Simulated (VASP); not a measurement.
# MgO (Fm-3m) in VASP: G0W0 quasiparticle levels with PBEsol

Aim: the G0W0 quasiparticle levels of MgO with PBEsol.

Everything below comes from runs of VASP 6.6.1. Logs are shortened: lines on timing, memory, paths and dates and some standing lists are left out, and cuts for length are marked.

## 1. The cell of the first run

Symmetry: Fm-3m, No. 225, cubic system. The conventional cell has a = 4.217 Å, b = 4.217 Å, c = 4.217 Å, α = 90.00°, β = 90.00°, γ = 90.00°. Mg (site symmetry m-3m) has 6 O at 2.11 Å within 2.8 Å. O (site symmetry m-3m) has 6 Mg at 2.11 Å within 2.8 Å.

## 2. G0W0 quasiparticle levels, PBEsol

Input file POSCAR:

```
MgO
1.0
    0.0000000000      2.1085000000      2.1085000000
    2.1085000000      0.0000000000      2.1085000000
    2.1085000000      2.1085000000      0.0000000000
Mg O
1 1
Direct
    0.0000000000      0.0000000000      0.0000000000
    0.5000000000      0.5000000000      0.5000000000
```

Input file INCAR.step1:

```
PREC     = Accurate       # precision mode
ENCUT    = 500            # plane-wave cutoff, eV
EDIFF    = 1E-8           # SCF threshold, eV
ISMEAR   = 0              # smearing method
SIGMA    = 0.01           # smearing width, eV
LREAL    = False          # projectors in reciprocal space
LASPH    = True           # aspherical terms in the spheres
NELM     = 60             # most SCF steps
ALGO     = Normal         # electronic algorithm
LWAVE    = True           # write WAVECAR
LCHARG   = False          # write CHGCAR
GGA      = PS             # functional
```

Input file INCAR.step2:

```
PREC     = Accurate       # precision mode
ENCUT    = 500            # plane-wave cutoff, eV
EDIFF    = 1E-8           # SCF threshold, eV
ISMEAR   = 0              # smearing method
SIGMA    = 0.01           # smearing width, eV
LREAL    = False          # projectors in reciprocal space
LASPH    = True           # aspherical terms in the spheres
NELM     = 1              # most SCF steps
ALGO     = Exact          # electronic algorithm
LWAVE    = True           # write WAVECAR
LCHARG   = False          # write CHGCAR
GGA      = PS             # functional
NBANDS   = 48             # bands
LOPTICS  = True           # frequency-dependent dielectric function
ISTART   = 1
```

Input file INCAR.step3:

```
PREC     = Accurate       # precision mode
ENCUT    = 500            # plane-wave cutoff, eV
EDIFF    = 1E-8           # SCF threshold, eV
ISMEAR   = 0              # smearing method
SIGMA    = 0.01           # smearing width, eV
LREAL    = False          # projectors in reciprocal space
LASPH    = True           # aspherical terms in the spheres
ALGO     = EVGW0          # electronic algorithm
LWAVE    = False          # write WAVECAR
LCHARG   = False          # write CHGCAR
GGA      = PS             # functional
NELMGW   = 1            
NBANDS   = 48             # bands
ENCUTGW  = 80.0           # cutoff of the response function
NOMEGA   = 48             # frequency points
PRECFOCK = Fast         
ISTART   = 1            
NBANDSGW = 12
```

Input file KPOINTS:

```
Automatic mesh
0
Gamma
  6 6 6
```

Potentials or basis: VASP PAW PBE potentials, release 64 (Mg_GW, O_GW).

Started as:

```bash
> cat potpaw_PBE.64/Mg_GW/POTCAR potpaw_PBE.64/O_GW/POTCAR > POTCAR
> cp INCAR.step1 INCAR
> mpirun -np 1 vasp_std > vasp.out
> cp INCAR.step2 INCAR
> mpirun -np 1 vasp_std > vasp.out
> cp INCAR.step3 INCAR
> mpirun -np 1 vasp_std > vasp.out
```

OUTCAR:

```text
PREC = Accurate
   ENCUT = 500
   EDIFF = 1E-8
   ISMEAR = 0
   LREAL = False
   LASPH = True
   GGA = PS
   NELMGW = 1
   ENCUTGW = 80.0
   PRECFOCK = Fast
   ISTART = 1

 ion  position               nearest neighbor table
   1  0.000  0.000  0.000-   2 2.11   2 2.11   2 2.11   2 2.11   2 2.11   2 2.11
   2  0.500  0.500  0.500-   1 2.11   1 2.11   1 2.11   1 2.11   1 2.11   1 2.11

  LATTYP: Found a face centered cubic cell.
 ALAT       =     4.2170000000

  Lattice vectors:

 A1 = (   0.0000000000,   2.1085000000,   2.1085000000)
 A2 = (   2.1085000000,   0.0000000000,   2.1085000000)
 A3 = (   2.1085000000,   2.1085000000,   0.0000000000)

Analysis of symmetry for initial positions (statically):
=====================================================================
 Subroutine PRICEL returns:
 Original cell was already a primitive cell.

 Routine SETGRP: Setting up the symmetry group for a
 face centered cubic supercell.

 Subroutine GETGRP returns: Found 48 space group operations
 (whereof 48 operations were pure point group operations)
 out of a pool of 48 trial point group operations.

The static configuration has the point symmetry O_h .

Analysis of symmetry for dynamics (positions and initial velocities):
=====================================================================
 Subroutine PRICEL returns:
 Original cell was already a primitive cell.

 Routine SETGRP: Setting up the symmetry group for a
 face centered cubic supercell.

 Subroutine GETGRP returns: Found 48 space group operations
 (whereof 48 operations were pure point group operations)
 out of a pool of 48 trial point group operations.

The dynamic configuration has the point symmetry O_h .

 Subroutine INISYM returns: Found 48 space group operations
 (whereof 48 operations are pure point group operations),
 and found     1 'primitive' translations

----------------------------------------------------------------------------------------

                                     Primitive cell

  volume of cell :      18.7478

  direct lattice vectors                    reciprocal lattice vectors
     0.000000000  2.108500000  2.108500000    -0.237135404  0.237135404  0.237135404
     2.108500000  0.000000000  2.108500000     0.237135404 -0.237135404  0.237135404
     2.108500000  2.108500000  0.000000000     0.237135404  0.237135404 -0.237135404

  length of vectors
     2.981869296  2.981869296  2.981869296     0.410730569  0.410730569  0.410730569

  position of ions in fractional coordinates (direct lattice)
     0.000000000  0.000000000  0.000000000
     0.500000000  0.500000000  0.500000000

  ion indices of the primitive-cell ions
   primitive index   ion index
                 1           1
                 2           2

----------------------------------------------------------------------------------------

 KPOINTS: Automatic mesh

Automatic generation of k-mesh.
 Grid dimensions read from file:
 generate k-points for:    6    6    6

 Generating k-lattice:

  Cartesian coordinates                     Fractional coordinates (reciprocal lattice)
    -0.039522567  0.039522567  0.039522567     0.166666667  0.000000000  0.000000000
     0.039522567 -0.039522567  0.039522567     0.000000000  0.166666667  0.000000000
     0.039522567  0.039522567 -0.039522567     0.000000000  0.000000000  0.166666667

  Length of vectors
     0.068455095  0.068455095  0.068455095

  Shift w.r.t. Gamma in fractional coordinates (k-lattice)
     0.000000000  0.000000000  0.000000000

 Subroutine IBZKPT returns following result:
 ===========================================

 Found     16 irreducible k-points:

 Following reciprocal coordinates:
            Coordinates               Weight
  0.000000  0.000000  0.000000      1.000000
  0.166667  0.000000  0.000000      8.000000
  0.333333  0.000000  0.000000      8.000000
  0.500000  0.000000  0.000000      4.000000
  0.166667  0.166667  0.000000      6.000000
  0.333333  0.166667  0.000000     24.000000
[... 8 lines left out ...]
 -0.333333  0.333333  0.166667     24.000000
 -0.333333  0.500000  0.166667     12.000000
   k-points           NKPTS =     16   k-points in BZ     NKDIM =    216   number of bands    NBANDS=     48
   number of dos      NEDOS =    301   number of ions     NIONS =      2
   total plane-waves  NPLWV =  13824
   dimension x,y,z NGX =    24 NGY =   24 NGZ =   24
   dimension x,y,z NGXF=    48 NGYF=   48 NGZF=   48
   ions per type =               1   1
   NGX,Y,Z   is equivalent  to a cutoff of  13.38, 13.38, 13.38 a.u.
   NGXF,Y,Z  is equivalent  to a cutoff of  26.76, 26.76, 26.76 a.u.
 SYSTEM =  unknown system
   PREC   = accura    normal or accurate (medium, high low for compatibility)
   ISTART =      1    job   : 0-new  1-cont  2-samecut
   ICHARG =      0    charge: 1-file 2-atom 10-const
   ISPIN  =      1    spin polarized calculation?
   LNONCOLLINEAR =      F non collinear calculations
   LSORBIT =      F    spin-orbit coupling
   LASPH  =      T    aspherical Exc in radial PAW
   ENCUT  =  500.0 eV  36.75 Ry    6.06 a.u.   5.44  5.44  5.44*2*pi/ulx,y,z
   NELM   =     60;   NELMIN=  2; NELMDL=  0     # of ELM steps
   EDIFF  = 0.1E-07   stopping-criterion for ELM
   LREAL  =      F    real-space projection
   EDIFFG = 0.1E-06   stopping-criterion for IOM
   NSW    =      0    number of steps for IOM
   IBRION =     -1    ionic relax: 0-MD 1-quasi-New 2-CG
   NFREE  =      0    steps in history (QN), initial steepest desc. (CG)
   ISIF   =      0    stress and relaxation
   ISYM   =      3    0-nonsym 1-usesym 2-fastsym
   POTIM  = 0.5000    time-step for ionic-motion
   TEBEG  =    0.0;   TEEND  =   0.0 temperature during run
   PSTRESS=    0.0 pullay stress
   NELECT =       8.0000    total number of electrons
   NUPDOWN=      -1.0000    fix difference up-down
   EMIN   =  10.00;   EMAX   =-10.00  energy-range for DOS
   EFERMI =   0.00;   METHOD = LEGACY
   ISMEAR =     0;   SIGMA  =   0.01  broadening in eV -4-tet -1-fermi 0-gaus
   EFERMI_NEDOS =   21; number of points for ismear=-14 and -15
   IALGO  =     38    algorithm
   IMIX   =      4    mixing-type and parameters
     AMIX     =   0.40;   BMIX     =  1.00
     AMIX_MAG =   1.60;   BMIX_MAG =  1.00
  volume/ion in A,a.u.               =       9.37        63.26
  Fermi-wavevector in a.u.,A,eV,Ry     =   1.232503  2.329092 20.668107  1.519063
  Thomas-Fermi vector in A             =   2.367270
   LORBIT       =      0    0 simple, 1 ext, 2 COOP (PROOUT), +10 PAW based schemes
   GGA     = PS    functional components
   LHFCALC =     T    Hartree Fock is set to
   PRECFOCK=fast      Normal, Fast or Accurate (Low or Medium for compatibility)
   ENCUT4O =  -1.0   cutoff for four orbital integrals eV
   NKREDX  =     1    reduce k-point grid by
   NKREDY  =     1    reduce k-point grid by
   NKREDZ  =     1    reduce k-point grid by
   AEXX    =    1.0000 exact exchange contribution
   HFSCREEN=    0.0000 screening length (either q_TF or 0.3 A-1)
   HFSCREENC=   0.0000 screening length for correlation (either q_TF or 0.3 A-1)
   ENCUTFOCK=  -1.0 apply spherical cutoff to Coloumb kernel
   IVDW    =     0    specifies the selected vdW correction
   LEPSILON=     F    determine dielectric tensor
   LRPA    =     F    only Hartree local field effects (RPA)
   LRPAFORCE           =     F    calculate RPA forces
   ENCUTGW             =  80.0    cutoff for response function in eV
   ENCUTGWSOFT         =  64.0    soft cutoff for Coulomb kernel in GW response function in eV
   ENCUTLF             =  -1.0    cutoff for local field effects
   NELMGW              =     1    number of iterations in solving QP/BSE equation
   NELMHF              =     1    number of iterations in the inner HF iteration
   NKREDLFX            =     1    NKREDLFY  =   1   NKREDLFZ  =   1
 non-spin polarized calculation
 Gauss-broadening in eV      SIGMA  =   0.01
  energy-cutoff  :      500.00
  volume of cell :       18.75
 maximum number of plane-waves:       531
 NGX is ok and might be reduce to    24
  NGX = 14; NGY = 14; NGZ = 14
   NGX = 11   NGY = 11   NGZ = 11
 maximum number of plane-waves:        34
 NGX is ok and might be reduce to    10

 QP shifts <psi_nk| G(iteration)W_0 |psi_nk>: iteration 1
 for sc-GW calculations column KS-energies equals QP-energies in previous step
 and V_xc(KS)=  KS-energies - (<T + V_ion + V_H > + <T+V_H+V_ion>^1  + <V_x>^1)

 k-point   1 :       0.0000    0.0000    0.0000
  band No.  KS-energies  QP-energies   sigma(KS)   V_xc(KS)     V^pw_x(r,r')   Z            occupation Imag(sigma)

      1     -14.1572     -16.4169     -21.0945     -17.9232     -29.7685       0.7125       2.0000       1.1629
      2       3.0362       1.9383     -20.9927     -19.5968     -25.1337       0.7865       2.0000       0.1000
      3       3.0362       1.9383     -20.9927     -19.5968     -25.1337       0.7865       2.0000       0.1000
      4       3.0362       1.9383     -20.9927     -19.5968     -25.1337       0.7865       2.0000       0.1000
      5       7.6377       8.8908     -10.8735     -12.3666      -7.5152       0.8392       0.0000      -0.0650
      6      18.6563      20.1694      -7.5040      -9.3327      -3.0933       0.8274       0.0000      -0.1246
      7      18.6563      20.1694      -7.5040      -9.3327      -3.0933       0.8274       0.0000      -0.1246
      8      18.6563      20.1694      -7.5040      -9.3327      -3.0933       0.8274       0.0000      -0.1246
      9      22.4906      23.1983      -7.3907      -8.3107      -1.7006       0.7693       0.0000      -0.5177
     10      24.3682      26.1885      -7.8768     -10.0925      -3.2522       0.8216       0.0000      -0.1977
     11      24.3682      26.1885      -7.8768     -10.0925      -3.2522       0.8216       0.0000      -0.1977
     12      26.9180      28.6381      -7.5339      -9.6925      -1.8836       0.7969       0.0000      -0.5296

 k-point   2 :       0.1667    0.0000    0.0000
  band No.  KS-energies  QP-energies   sigma(KS)   V_xc(KS)     V^pw_x(r,r')   Z            occupation Imag(sigma)

      1     -13.8701     -16.1359     -21.3365     -18.1670     -29.9745       0.7149       2.0000       1.1262
      2       1.5055       0.2048     -19.1840     -17.5234     -23.1548       0.7833       2.0000       0.1109
      3       2.8602       1.7292     -20.8404     -19.4007     -24.9995       0.7856       2.0000       0.1016
      4       2.8602       1.7292     -20.8404     -19.4007     -24.9995       0.7856       2.0000       0.1016
      5       9.0679      10.4857     -11.8165     -13.5258      -8.5393       0.8294       0.0000      -0.0696
      6      16.3142      17.7875      -8.1789      -9.9715      -3.8058       0.8219       0.0000      -0.1191
      7      19.2242      20.7683      -7.6806      -9.5619      -3.1818       0.8208       0.0000      -0.1379
      8      19.2242      20.7683      -7.6806      -9.5619      -3.1818       0.8208       0.0000      -0.1379
      9      23.0327      24.7752      -7.6175      -9.7566      -2.8730       0.8146       0.0000      -0.2090
     10      23.0327      24.7752      -7.6175      -9.7566      -2.8730       0.8146       0.0000      -0.2090
     11      25.0402      26.3318      -7.6237      -9.2296      -1.9741       0.8043       0.0000      -0.6434
     12      27.9939      29.4262      -7.0832      -8.7645      -1.5392       0.8519       0.0000      -0.8672
[... 196 lines left out ...]
      1     -12.6162     -14.9204     -22.6454     -19.5099     -31.1811       0.7349       2.0000       0.9906
      2      -0.5926      -2.1834     -17.6169     -15.5432     -21.8834       0.7672       2.0000       0.1434
      3       0.5368      -0.9499     -18.4928     -16.5750     -22.6741       0.7753       2.0000       0.1251
      4       1.7566       0.4392     -19.7798     -18.0908     -23.9830       0.7799       2.0000       0.1120
      5      13.4405      15.0934     -10.4196     -12.4404      -6.4313       0.8180       0.0000      -0.0951
      6      14.8252      16.7290     -11.5242     -13.8978      -7.3683       0.8020       0.0000      -0.1126
      7      15.6258      17.4188      -8.6730     -10.8405      -4.5313       0.8272       0.0000      -0.0987
      8      19.3251      21.0499      -8.8003     -10.9523      -3.9659       0.8015       0.0000      -0.1893
      9      23.6068      25.1476      -8.0063      -9.9190      -2.8390       0.8056       0.0000      -0.3698
     10      24.8107      26.4257      -8.4409     -10.4751      -2.9689       0.7939       0.0000      -0.4663
     11      30.5795      32.7508      -8.8207     -11.4060      -3.4675       0.8399       0.0000      -0.7547
     12      31.1666      32.9320      -7.5814      -9.7132      -2.0078       0.8281       0.0000      -0.8470

 k-point  16 :      -0.3333    0.5000    0.1667
  band No.  KS-energies  QP-energies   sigma(KS)   V_xc(KS)     V^pw_x(r,r')   Z            occupation Imag(sigma)

      1     -12.5456     -14.8481     -22.7242     -19.6013     -31.2613       0.7373       2.0000       0.9852
      2      -0.5663      -2.1799     -17.6941     -15.5916     -21.9815       0.7674       2.0000       0.1416
      3       0.7664      -0.7001     -18.7245     -16.8357     -22.9094       0.7765       2.0000       0.1220
      4       1.3501      -0.0216     -19.3476     -17.5863     -23.5441       0.7788       2.0000       0.1164
      5      13.4091      14.9493      -9.3765     -11.2394      -5.4353       0.8267       0.0000      -0.0910
      6      14.3194      16.0723      -8.8017     -10.9069      -4.7968       0.8327       0.0000      -0.0877
      7      15.3488      17.3062     -11.9160     -14.3894      -7.6113       0.7914       0.0000      -0.1244
      8      19.3308      21.0793      -9.0990     -11.2860      -4.1856       0.7995       0.0000      -0.2077
      9      22.9791      24.7502      -9.2801     -11.5422      -3.8368       0.7829       0.0000      -0.3737
     10      27.4526      28.9787      -7.8502      -9.7327      -2.3577       0.8107       0.0000      -0.6226
     11      29.0635      31.2237      -8.7199     -11.2704      -3.5657       0.8470       0.0000      -0.6575
     12      31.2160      33.4969      -9.2785     -11.9798      -3.7311       0.8444       0.0000      -0.8615
```

Run time: 1.9 min. Hardware: 1 thread of Intel Xeon Platinum 8259CL at 2.50GHz (Skylake/Cascade Lake), shared host; peak memory 0.26 GiB.

What came out:

```yaml
Band_gap_on_the_k_mesh_mean-field_level: 4.60 eV, direct
Quasiparticle_gap: 6.95 eV
Least_direct_quasiparticle_gap: 6.95 eV
```

Levels at points of the mesh, in eV from the valence-band top:
```tsv
k point	band 1	band 2	band 3	band 4	band 5	band 6	band 7	band 8
(0.00, 0.00, 0.00)	-17.19	0.00	0.00	0.00	4.60	15.62	15.62	15.62
(0.50, 0.00, 0.00)	-15.89	-4.67	-0.66	-0.66	7.73	12.47	16.10	16.10
(0.50, 0.50, 0.00)	-15.62	-4.13	-1.36	-1.36	8.93	9.84	12.93	18.74
```

Caveat: the k points lie up to 0.43 Å⁻¹ apart; bands, screening cutoff and mesh are small and nothing is extrapolated, so the quasiparticle values aren't converged.
